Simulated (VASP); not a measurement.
The system is NbN.

```
Nb N
1.0
     0.00000    2.20040    2.20040
     2.20040    0.00000    2.20040
     2.20040    2.20040    0.00000
Nb N
1 1
Direct
  0.50000 0.50000 0.50000
  0.00000 0.00000 0.00000
```

Base run:

| Property | Result |
| --- | --- |
| Program | VASP 6.6.1 |
| Functional | PBE |
| Potentials or basis | VASP PAW PBE potentials, release 64 (Nb_sv, N) |
| Cutoff | 600 eV |
| k mesh | 7 × 7 × 7 |
| Occupations | fermi-dirac, width 0.1 eV |
| Spin | no spin polarisation |
| Hubbard terms | Nb d U = 5.0 eV |

Its results: band gap on the k mesh zero (bands 9 and 10 overlap by 3.32 eV); pressure 15.5 GPa.

Problem. The run is repeated on the same cell with these changes: hubbard terms from Nb d U = 5.0 eV to none. What comes out?

Solution. Band gap on the k mesh zero (bands 9 and 10 overlap by 3.23 eV); pressure 3.7 GPa.

Caveats: the cell stands under pressure; U without spin polarisation on a metal has little footing (at least some runs).
